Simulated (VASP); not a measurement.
# BN (I-4m2) in VASP: further runs

The runs below take BN through single point, with PBE.

Everything below comes from runs of VASP 6.6.1. Logs are shortened: lines on timing, memory, paths and dates and some standing lists are left out, and cuts for length are marked.

### 1 The cell of the first run

It takes space group I-4m2 (No. 119, tetragonal). The conventional cell has a = 2.564 Å, b = 2.564 Å, c = 3.572 Å, α = 90.00°, β = 90.00°, γ = 90.00°. B (site symmetry -4m2) has 4 N at 1.56 Å within 2.1 Å. N (site symmetry -4m2) has 4 B at 1.56 Å within 2.1 Å.

### 2 Single point, PBE (strain +0.000 along x and y, -0.015 along z)

The input, INCAR:

```
PREC = Accurate
ENCUT = 520
EDIFF = 1E-7
ISMEAR = 0
SIGMA = 0.05
LREAL = F
LASPH = T
NELM = 80
ALGO = Normal
ISIF = 2
LWAVE = F
LCHARG = T
GGA = PE
LELF = T
LVHAR = T
NBANDS = 11
```

The input, KPOINTS:

```
Automatic mesh
0
Gamma
  12 12 12
```

The input, POSCAR:

```
BN
1.0
    0.0000000000      1.8130010000      1.7858059850
    1.8130010000      0.0000000000      1.7858059850
    1.8130010000      1.8130010000      0.0000000000
B N
1 1
Direct
    0.0000000000      0.0000000000      0.0000000000
    0.7500000000      0.7500000000      0.7500000000
```

Potentials or basis: VASP PAW PBE potentials, release 64 (B, N).

Command:

```sh
cat potpaw_PBE.64/B/POTCAR potpaw_PBE.64/N/POTCAR > POTCAR
mpirun -np 1 vasp_std > vasp.out
```

OUTCAR:

```text
PREC = Accurate
   ENCUT = 520
   EDIFF = 1E-7
   ISMEAR = 0
   LREAL = F
   LASPH = T
   NELM = 80
   ISIF = 2
   GGA = PE

 ion  position               nearest neighbor table
   1  0.000  0.000  0.000-   2 1.56   2 1.56   2 1.56   2 1.56
   2  0.750  0.750  0.750-   1 1.56   1 1.56   1 1.56   1 1.56

  LATTYP: Found a body centered tetragonal cell.
 ALAT       =     2.5639706028
 C/A-ratio  =     1.3930003589

  Lattice vectors:

 A1 = (   0.0000000000,  -1.8130010000,  -1.7858059850)
 A2 = (   0.0000000000,   1.8130010000,  -1.7858059850)
 A3 = (   1.8130010000,   0.0000000000,   1.7858059850)

Analysis of symmetry for initial positions (statically):
=====================================================================
 Subroutine PRICEL returns:
 Original cell was already a primitive cell.

 Routine SETGRP: Setting up the symmetry group for a
 body centered tetragonal supercell.

 Subroutine GETGRP returns: Found  8 space group operations
 (whereof  8 operations were pure point group operations)
 out of a pool of 16 trial point group operations.

The static configuration has the point symmetry D_2d.

Analysis of symmetry for dynamics (positions and initial velocities):
=====================================================================
 Subroutine PRICEL returns:
 Original cell was already a primitive cell.

 Routine SETGRP: Setting up the symmetry group for a
 body centered tetragonal supercell.

 Subroutine GETGRP returns: Found  8 space group operations
 (whereof  8 operations were pure point group operations)
 out of a pool of 16 trial point group operations.

The dynamic configuration has the point symmetry D_2d.

 Subroutine INISYM returns: Found  8 space group operations
 (whereof  8 operations are pure point group operations),
 and found     1 'primitive' translations

----------------------------------------------------------------------------------------

                                     Primitive cell

  volume of cell :      11.7398

  direct lattice vectors                    reciprocal lattice vectors
     0.000000000  1.813001000  1.785805985    -0.275785838  0.275785838  0.279985622
     1.813001000  0.000000000  1.785805985     0.275785838 -0.275785838  0.279985622
     1.813001000  1.813001000  0.000000000     0.275785838  0.275785838 -0.279985622

  length of vectors
     2.544813479  2.544813479  2.563970603     0.480112076  0.480112076  0.480112076

  position of ions in fractional coordinates (direct lattice)
     0.000000000  0.000000000  0.000000000
     0.750000000  0.750000000  0.750000000

  ion indices of the primitive-cell ions
   primitive index   ion index
                 1           1
                 2           2

----------------------------------------------------------------------------------------

 KPOINTS: Automatic mesh

Automatic generation of k-mesh.
 Grid dimensions read from file:
 generate k-points for:   12   12   12

 Generating k-lattice:

  Cartesian coordinates                     Fractional coordinates (reciprocal lattice)
    -0.022982153  0.022982153  0.023332135     0.083333333 -0.000000000  0.000000000
     0.022982153 -0.022982153  0.023332135    -0.000000000  0.083333333  0.000000000
     0.022982153  0.022982153 -0.023332135     0.000000000  0.000000000  0.083333333

  Length of vectors
     0.040009340  0.040009340  0.040009340

  Shift w.r.t. Gamma in fractional coordinates (k-lattice)
     0.000000000  0.000000000  0.000000000

 Subroutine IBZKPT returns following result:
 ===========================================

 Found    163 irreducible k-points:

 Following reciprocal coordinates:
            Coordinates               Weight
  0.000000  0.000000  0.000000      1.000000
  0.083333  0.000000  0.000000      8.000000
  0.166667  0.000000  0.000000      8.000000
  0.250000  0.000000  0.000000      8.000000
  0.333333  0.000000  0.000000      8.000000
  0.416667  0.000000  0.000000      8.000000
[... 16 lines left out ...]
  0.500000  0.166667  0.000000      8.000000
 -0.416667  0.166667  0.000000      8.000000
 [... further k-points ...]
   k-points           NKPTS =    163   k-points in BZ     NKDIM =    163   number of bands    NBANDS=     11
   number of dos      NEDOS =    301   number of ions     NIONS =      2
   total plane-waves  NPLWV =   8000
   dimension x,y,z NGX =    20 NGY =   20 NGZ =   20
   dimension x,y,z NGXF=    40 NGYF=   40 NGZF=   40
   ions per type =               1   1
   NGX,Y,Z   is equivalent  to a cutoff of  13.07, 13.07, 12.97 a.u.
   NGXF,Y,Z  is equivalent  to a cutoff of  26.13, 26.13, 25.94 a.u.
 SYSTEM =  unknown system
   PREC   = accura    normal or accurate (medium, high low for compatibility)
   ISTART =      0    job   : 0-new  1-cont  2-samecut
   ICHARG =      2    charge: 1-file 2-atom 10-const
   ISPIN  =      1    spin polarized calculation?
   LNONCOLLINEAR =      F non collinear calculations
   LSORBIT =      F    spin-orbit coupling
[... 32 lines left out ...]
   LEPSILON=     F    determine dielectric tensor
   LRPA    =     F    only Hartree local field effects (RPA)
 non-spin polarized calculation
 Gauss-broadening in eV      SIGMA  =   0.05
  energy-cutoff  :      520.00
  volume of cell :       11.74
 maximum number of plane-waves:       331
   NGX =  9   NGY =  9   NGZ =  9

 number of electron       7.9999999 magnetization

 Free energy of the ion-electron system (eV)
  ---------------------------------------------------
  ext. energy  EPLUGINS =         0.00000000
  ---------------------------------------------------
  free energy    TOTEN  =       -17.44431055 eV

  energy without entropy =      -17.44431055  energy(sigma->0) =      -17.44431055

 E-fermi :   7.9177     XC(G=0): -12.8520

 val. band max:        7.5748026413   @ k =   0.0000   0.0000   0.0000
 cond. band min:      11.7701055228   @ k =   0.5000   0.5000   0.0000
 fundamental gap:      4.1953028814
 Fermi energy:         7.9177360240

 k-point     1 :       0.0000    0.0000    0.0000
  band No.  band energies     occupation
      1     -12.8216      2.00000
      2       7.4286      2.00000
      3       7.4286      2.00000
      4       7.5748      2.00000
      5      16.2561      0.00000
      6      16.3638      0.00000
      7      16.3638      0.00000
      8      17.9230      0.00000
      9      32.3442      0.00000
     10      34.9304      0.00000
     11      35.6701      0.00000

 k-point     2 :       0.0833    0.0000    0.0000
  band No.  band energies     occupation
      1     -12.6517      2.00000
      2       6.5570      2.00000
      3       7.2410      2.00000
      4       7.3549      2.00000
      5      16.4792      0.00000
      6      16.6367      0.00000
      7      16.6369      0.00000
      8      18.4809      0.00000
      9      32.1197      0.00000
     10      32.8198      0.00000
     11      33.3387      0.00000

 k-point     3 :       0.1667    0.0000    0.0000
  band No.  band energies     occupation
      1     -12.1482      2.00000
      2       4.4529      2.00000
      3       6.7843      2.00000
      4       6.9230      2.00000
      5      16.8356      0.00000
      6      17.2607      0.00000
      7      17.2633      0.00000
      8      19.8019      0.00000
      9      31.3308      0.00000
     10      31.4529      0.00000
     11      31.8341      0.00000

 k-point     4 :       0.2500    0.0000    0.0000
  band No.  band energies     occupation
      1     -11.3347      2.00000
      2       1.9765      2.00000
      3       6.2568      2.00000
      4       6.4288      2.00000
      5      17.1450      0.00000
      6      17.8418      0.00000
      7      17.9031      0.00000
      8      21.1291      0.00000
      9      30.9076      0.00000
     10      31.0153      0.00000
     11      31.3533      0.00000
[... 239 lines left out ...]
 k-point    22 :       0.4167    0.1667    0.0000
  band No.  band energies     occupation
      1      -9.3333      2.00000
      2      -0.7706      2.00000
      3       4.3901      2.00000
      4       4.4509      2.00000
      5      15.8719      0.00000
      6      20.0806      0.00000
      7      20.3624      0.00000
      8      21.1801      0.00000
      9      28.0305      0.00000
     10      33.9583      0.00000
     11      35.9552      0.00000

 k-point    23 :       0.5000    0.1667    0.0000
  band No.  band energies     occupation
      1      -8.3678      2.00000
      2      -2.3213      2.00000
      3       3.8741      2.00000
      4       4.4550      2.00000
      5      16.2099      0.00000
      6      20.0219      0.00000
      7      20.1071      0.00000
      8      22.5253      0.00000
      9      28.3180      0.00000
     10      34.0920      0.00000
     11      35.1788      0.00000

 k-point    24 :      -0.4167    0.1667    0.0000
  band No.  band energies     occupation
      1      -8.2126      2.00000
      2      -2.5500      2.00000
      3       3.4658      2.00000
      4       4.7682      2.00000
      5      16.6421      0.00000
      6      19.7202      0.00000
      7      19.8763      0.00000
      8      23.2623      0.00000
      9      28.4913      0.00000
     10      32.8847      0.00000
     11      34.2913      0.00000

 [... further k-points ...]
[... 5 lines left out ...]
  --------------------------------------------------------------------------------------
  -------------------------------------------------------------------------------------
  Total        0.1887338      0.1887338      0.8592567      0.0000000      0.0000000      0.0000000
  in kB       25.7572782     25.7572782    117.2662847      0.0000000      0.0000000      0.0000000
  external PRESSURE =      56.2602804 kB  Pullay stress =       0.0000000 kB

 VOLUME and BASIS-vectors are now :
 -----------------------------------------------------------------------------
  energy-cutoff  :      520.00
  volume of cell :       11.74
      direct lattice vectors                 reciprocal lattice vectors
     0.000000000  1.813001000  1.785805985    -0.275785838  0.275785838  0.279985622
     1.813001000  0.000000000  1.785805985     0.275785838 -0.275785838  0.279985622
     1.813001000  1.813001000  0.000000000     0.275785838  0.275785838 -0.279985622

 POSITION                                       TOTAL-FORCE (eV/Angst)
 -----------------------------------------------------------------------------------
      0.00000      0.00000      0.00000         0.000000      0.000000      0.000000
      2.71950      2.71950      2.67871        -0.000000     -0.000000     -0.000000
 -----------------------------------------------------------------------------------
    total drift:                               -0.000000     -0.000000      0.000001

  FREE ENERGIE OF THE ION-ELECTRON SYSTEM (eV)
  ---------------------------------------------------
  free  energy   TOTEN  =       -17.4443105521 eV

  energy  without entropy=      -17.4443105521  energy(sigma->0) =      -17.44431055
```

Run time: 11 s. Hardware: 1 thread of Intel Xeon 6975P-C (Granite Rapids), shared host; peak memory 0.13 GiB.

What came out:

```yaml
Free_energy: -17.4443 eV
Pressure: 5.6 GPa
Band_gap_on_the_k_mesh: 4.20 eV, indirect (least direct gap 8.68 eV)
```

Stress tensor (GPa, compression positive):
```
 2.58  0.00  0.00
 0.00  2.58  0.00
 0.00  0.00 11.73
```

Caveat: the cell differs from its parent crystal (strain +0.000 along x and y, -0.015 along z). A k mesh can miss the band edges.

### 3 Single point, PBE (strain +0.015 along x and y, -0.030 along z)

The input, INCAR:

```
  ALGO = Normal
  EDIFF = 1E-7
  ENCUT = 520
  GGA = PE
  ISIF = 2
  ISMEAR = 0
  LASPH = True
  LCHARG = False
  LREAL = False
  LWAVE = False
  NBANDS = 11
  NELM = 60
  PREC = Accurate
  SIGMA = 0.05
```

The input, KPOINTS:

```
k-points
0
Gamma
  12 12 12
```

The input, POSCAR:

```
BN
1.0
    0.0000000000      1.8401960150      1.7586109700
    1.8401960150      0.0000000000      1.7586109700
    1.8401960150      1.8401960150      0.0000000000
B N
1 1
Direct
    0.0000000000      0.0000000000      0.0000000000
    0.7500000000      0.7500000000      0.7500000000
```

Potentials or basis: VASP PAW PBE potentials, release 64 (B, N).

Command:

```sh
cat potpaw_PBE.64/B/POTCAR potpaw_PBE.64/N/POTCAR > POTCAR
mpirun -np 1 vasp_std > vasp.out
```

Wall time 11 s (1 thread of Intel Xeon 6975P-C (Granite Rapids), shared host); peak memory 0.13 GiB.

Results (log left out):

```
Free energy            : -17.4212 eV
Pressure               : 0.0 GPa
Band gap on the k mesh : 3.68 eV, indirect (least direct gap 8.31 eV)
```

Stress tensor (GPa, compression positive):
```
-8.59  0.00  0.00
 0.00 -8.59  0.00
 0.00  0.00 17.34
```

Levels at points of the mesh, in eV from the valence-band top:
```
           k point  band 1  band 2  band 3  band 4  band 5  band 6  band 7  band 8
(0.00, 0.00, 0.00)  -20.41   -0.41   -0.41    0.00    8.31    8.63    8.63    9.92
(0.50, 0.00, 0.00)  -16.23  -10.88   -2.53   -1.87    9.30   10.13   11.08   14.91
(0.50, 0.50, 0.00)  -14.53   -8.69   -5.53   -5.53    3.68    8.20   17.57   17.57
(0.50, 0.00, 0.50)  -15.04   -9.35   -4.93   -4.91    4.45    9.28   17.07   17.72
```

Caveat: the cell differs from its parent crystal (strain +0.015 along x and y, -0.030 along z). A k mesh can miss the band edges.

### 4 Single point, PBE (strain -0.015 along x and y, +0.015 along z)

The input, INCAR:

```
  PREC = Accurate
  ENCUT = 520
  EDIFF = 1E-6
  ISMEAR = 0
  SIGMA = 0.05
  LREAL = False
  LASPH = True
  NELM = 100
  ALGO = Normal
  ISIF = 2
  LWAVE = False
  LCHARG = False
  GGA = PE
  NBANDS = 11
```

The input, KPOINTS:

```
Automatic mesh
0
Gamma
  12 12 12
```

The input, POSCAR:

```
BN
1.0
    0.0000000000      1.7858059850      1.8401960150
    1.7858059850      0.0000000000      1.8401960150
    1.7858059850      1.7858059850      0.0000000000
B N
1 1
Direct
    0.0000000000      0.0000000000      0.0000000000
    0.7500000000      0.7500000000      0.7500000000
```

Command:

```sh
cat potpaw_PBE.64/B/POTCAR potpaw_PBE.64/N/POTCAR > POTCAR
mpirun -np 1 vasp_std > vasp.out
```

Run time: 12 s. Hardware: 1 thread of Intel Xeon 6975P-C (Granite Rapids), shared host; peak memory 0.13 GiB.

It converged, with:

* Free energy: -17.4336 eV
* Pressure: 5.7 GPa
* Band gap on the k mesh: 4.19 eV, indirect (least direct gap 8.68 eV)

Stress tensor (GPa, compression positive):
```
12.17  0.00  0.00
 0.00 12.17  0.00
 0.00  0.00 -7.19
```

Levels at points of the mesh, in eV from the valence-band top:
| k point | band 2 | band 3 | band 4 | band 5 | band 6 | band 7 |
| --- | --- | --- | --- | --- | --- | --- |
| (0.00, 0.00, 0.00) | -0.31 | 0.00 | 0.00 | 8.68 | 8.68 | 8.90 |
| (0.50, 0.00, 0.00) | -10.85 | -2.29 | -1.82 | 9.73 | 10.80 | 10.86 |
| (0.50, 0.50, 0.00) | -9.35 | -4.76 | -4.76 | 4.72 | 9.63 | 17.85 |
| (0.50, 0.00, 0.50) | -8.91 | -5.17 | -5.16 | 4.19 | 8.93 | 17.66 |

Caveat: the cell differs from its parent crystal (strain -0.015 along x and y, +0.015 along z). A k mesh can miss the band edges.

### 5 Single point, PBE (strain +0.000 along x and y, +0.030 along z)

The input, INCAR:

```
SYSTEM = BN
PREC = Accurate
ENCUT = 520
EDIFF = 1E-7
ISMEAR = 0
SIGMA = 0.05
LREAL = .False.
LASPH = .True.
NELM = 80
ALGO = Normal
ISIF = 2
LWAVE = .False.
LCHARG = .True.
GGA = PE
LELF = .True.
LVHAR = .True.
NBANDS = 11
```

The input, KPOINTS:

```
regular mesh
0
Gamma
  12 12 12
  0 0 0
```

The input, POSCAR:

```
BN
1.0
    0.0000000000      1.8130010000      1.8673910300
    1.8130010000      0.0000000000      1.8673910300
    1.8130010000      1.8130010000      0.0000000000
B N
1 1
Direct
    0.0000000000      0.0000000000      0.0000000000
    0.7500000000      0.7500000000      0.7500000000
```

Command:

```sh
cat potpaw_PBE.64/B/POTCAR potpaw_PBE.64/N/POTCAR > POTCAR
mpirun -np 1 vasp_std > vasp.out
```

Wall time 12 s (1 thread of Intel Xeon 6975P-C (Granite Rapids), shared host); peak memory 0.13 GiB.

Results (log left out):

```yaml
Free_energy: -17.4257 eV
Pressure: -10.6 GPa
Band_gap_on_the_k_mesh: 4.16 eV, indirect (least direct gap 8.47 eV)
```

Stress tensor (GPa, compression positive):
```
 -4.53   0.00   0.00
  0.00  -4.53   0.00
  0.00   0.00 -22.78
```

Levels at points of the mesh, in eV from the valence-band top:
```csv
k point,band 1,band 2,band 3,band 4,band 5,band 6,band 7,band 8,band 9
"(0.00, 0.00, 0.00)",-19.90,-0.30,0.00,0.00,8.47,8.47,8.68,9.62,23.94
"(0.50, 0.00, 0.00)",-15.86,-10.44,-2.19,-1.74,9.28,10.50,10.54,14.76,22.79
"(0.50, 0.50, 0.00)",-14.76,-9.04,-4.55,-4.55,4.65,9.37,17.17,17.17,19.64
"(0.50, 0.00, 0.50)",-14.44,-8.63,-4.94,-4.94,4.16,8.69,17.00,17.44,20.22
```

Caveat: the cell differs from its parent crystal (strain +0.000 along x and y, +0.030 along z). A k mesh can miss the band edges.

### 6 Single point, PBE (strain +0.000 along x and y, +0.015 along z)

The input, INCAR:

```
SYSTEM = BN
PREC     = Accurate       ! precision mode
ENCUT    = 520            ! plane-wave cutoff, eV
EDIFF    = 1E-6           ! SCF threshold, eV
ISMEAR   = 0              ! smearing method
SIGMA    = 0.05           ! smearing width, eV
LREAL    = .False.        ! projectors in reciprocal space
LASPH    = .True.         ! aspherical terms in the spheres
NELM     = 80             ! most SCF steps
ALGO     = Normal         ! electronic algorithm
ISIF     = 2              ! what is computed and relaxed
LWAVE    = .False.        ! write WAVECAR
LCHARG   = .False.        ! write CHGCAR
GGA      = PE             ! functional
NBANDS   = 11             ! bands
```

The input, KPOINTS:

```
Automatic mesh
0
Gamma
  12 12 12
  0 0 0
```

The input, POSCAR:

```
BN
1.0
    0.0000000000      1.8130010000      1.8401960150
    1.8130010000      0.0000000000      1.8401960150
    1.8130010000      1.8130010000      0.0000000000
B N
1 1
Direct
    0.0000000000      0.0000000000      0.0000000000
    0.7500000000      0.7500000000      0.7500000000
```

Potentials or basis: VASP PAW PBE potentials, release 64 (B, N).

Command:

```sh
cat potpaw_PBE.64/B/POTCAR potpaw_PBE.64/N/POTCAR > POTCAR
mpirun -np 1 vasp_std > vasp.out
```

It took 12 s on 1 thread of Intel Xeon 6975P-C (Granite Rapids), shared host; peak memory 0.13 GiB.

Results (log left out):

| Property | Result |
| --- | --- |
| Free energy | -17.4447 eV |
| Pressure | -5.6 GPa |
| Band gap on the k mesh | 4.30 eV, indirect (least direct gap 8.62 eV) |

Stress tensor (GPa, compression positive):
```
 -2.52   0.00   0.00
  0.00  -2.52   0.00
  0.00   0.00 -11.66
```

Levels at points of the mesh, in eV from the valence-band top:
| k point | band 2 | band 3 | band 4 | band 5 | band 6 | band 7 |
| --- | --- | --- | --- | --- | --- | --- |
| (0.00, 0.00, 0.00) | -0.15 | 0.00 | 0.00 | 8.62 | 8.62 | 8.73 |
| (0.50, 0.00, 0.00) | -10.52 | -2.06 | -1.83 | 9.70 | 10.53 | 10.60 |
| (0.50, 0.50, 0.00) | -8.95 | -4.70 | -4.70 | 4.55 | 9.28 | 17.47 |
| (0.50, 0.00, 0.50) | -8.74 | -4.90 | -4.90 | 4.30 | 8.93 | 17.40 |

Caveat: the cell differs from its parent crystal (strain +0.000 along x and y, +0.015 along z).

### 7 Summary

```csv
cell,gap on the mesh (eV),pressure (GPa)
"a = 2.545, b = 2.545, c = 2.564 Å, angles 59.8, 59.8, 60.5°, 2 atoms",4.20,5.6
"a = 2.545, b = 2.545, c = 2.602 Å, angles 59.3, 59.3, 61.5°, 2 atoms",3.68,0.0
"a = 2.564, b = 2.564, c = 2.526 Å, angles 60.5, 60.5, 59.0°, 2 atoms",4.19,5.7
"a = 2.603, b = 2.603, c = 2.564 Å, angles 60.5, 60.5, 59.0°, 2 atoms",4.16,-10.6
"a = 2.583, b = 2.583, c = 2.564 Å, angles 60.2, 60.2, 59.5°, 2 atoms",4.30,-5.6
```

Alike in all rows: task single point; level PBE; potentials or basis VASP PAW PBE potentials, release 64 (B, N); no spin polarisation; k mesh 12 × 12 × 12; cutoff (eV) 520; smearing gaussian 0.05 eV.

Absolute energies hang on the potentials; compare differences alone.
